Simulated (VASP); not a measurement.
The system is PbS.

```xyz
4
Lattice="2.9547 -2.9689 0.2885 2.9547 2.9689 0.2885 -0.5836 0.0000 5.9262" Properties=species:S:1:pos:R:3 pbc="T T T"
Pb    3.9943    0.0000    4.8774
Pb    1.3315    0.0000    1.6258
S     1.0401    0.0000    4.5891
S     4.2857    0.0000    1.9141
```

Program: VASP 6.6.1. Alike in all runs: task single point; no spin polarisation; cell as given; k mesh 6 × 6 × 4; cutoff (eV) 520.

Order these runs on this cell by their band gap on the k mesh, lowest first.
A. level r2SCAN+rVV10; potentials or basis VASP PAW PBE potentials, release 64 (Pb_d, S); smearing fermi-dirac 0.02 eV
B. level LDA; potentials or basis VASP PAW LDA potentials, release 64 (Pb_d, S); smearing gaussian 0.01 eV
C. level PBE; potentials or basis VASP PAW PBE potentials, release 64 (Pb_d, S); smearing fermi-dirac 0.02 eV

B (0.22 eV), C (0.38 eV), A (0.59 eV).

Caveats: spin-orbit coupling is left out, which moves the levels of the heavy elements.

A k mesh can miss the band edges.
